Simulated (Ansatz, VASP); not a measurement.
Two plane-wave programs on CuRu

File INCAR:

```
SYSTEM = CuRu
PREC     = Accurate       ! precision mode
ENCUT    = 520            ! plane-wave cutoff, eV
EDIFF    = 1E-6           ! SCF threshold, eV
ISMEAR   = 0              ! smearing method
SIGMA    = 0.1            ! smearing width, eV
LREAL    = .False.        ! projectors in reciprocal space
LASPH    = .True.         ! aspherical terms in the spheres
NELM     = 100            ! most SCF steps
ALGO     = Normal         ! electronic algorithm
ISIF     = 2              ! what is computed and relaxed
LWAVE    = .False.        ! write WAVECAR
LCHARG   = .False.        ! write CHGCAR
GGA      = PE             ! functional
NBANDS   = 33             ! bands
```

Contents of KPOINTS:

```
regular mesh
0
Gamma
  6 6 6
  0 0 0
```

The input POSCAR:

```
CuRu
1.0
    0.0000000000      3.0248423629      3.0248423629
    3.0248423629      0.0000000000      3.0248423629
    3.0248423629      3.0248423629      0.0000000000
Cu Ru
2 2
Direct
    0.5000000000      0.5000000000      0.5000000000
    0.7500000000      0.7500000000      0.7500000000
    0.0000000000      0.0000000000      0.0000000000
    0.2500000000      0.2500000000      0.2500000000
```

Input for Ansatz:

```yaml
crystal:
  lattice:
    - [0.0, 3.0248423629, 3.0248423629]
    - [3.0248423629, 0.0, 3.0248423629]
    - [3.0248423629, 3.0248423629, 0.0]
  atoms:
    - { symbol: Cu, position: [0.5, 0.5, 0.5] }
    - { symbol: Cu, position: [0.75, 0.75, 0.75] }
    - { symbol: Ru, position: [0.0, 0.0, 0.0] }
    - { symbol: Ru, position: [0.25, 0.25, 0.25] }
basis:
  ecutwfc: 420
kpoints:
  mp_grid: { grid: [6, 6, 6] }
hamiltonian:
  xc: pbe
scf:
  occupations: { method: gaussian, width: 0.1 }
  lower_state_search: "off"
output:
  forces: true
  stress: true
  eigenvalues: true
```

Alike in both runs: task single point; functional PBE; k mesh 6 × 6 × 6; occupations gaussian, width 0.1 eV; no spin polarisation.

|  | VASP | Ansatz |
| --- | --- | --- |
| version | VASP 6.6.1 | Ansatz 0.2.0 |
| potentials or method | VASP PAW PBE potentials, release 64 (Cu, Ru_pv), cutoff 520 eV | scalar-relativistic, plane waves, PAW |
| valence electrons in the cell | 50 | 70 |

VASP gave:

```
gap on the k mesh at the Fermi level (eV) : none
pressure (GPa)                            : -9.2
```

Which values does Ansatz return?

gap on the k mesh at the Fermi level (eV): none; pressure (GPa): -9.3.

A gap of «none» marks a metal or a gap that the smearing closes. VASP's potentials hold 50 valence electrons a cell and Ansatz's 70, so a difference there can come from the potentials and not from the codes.
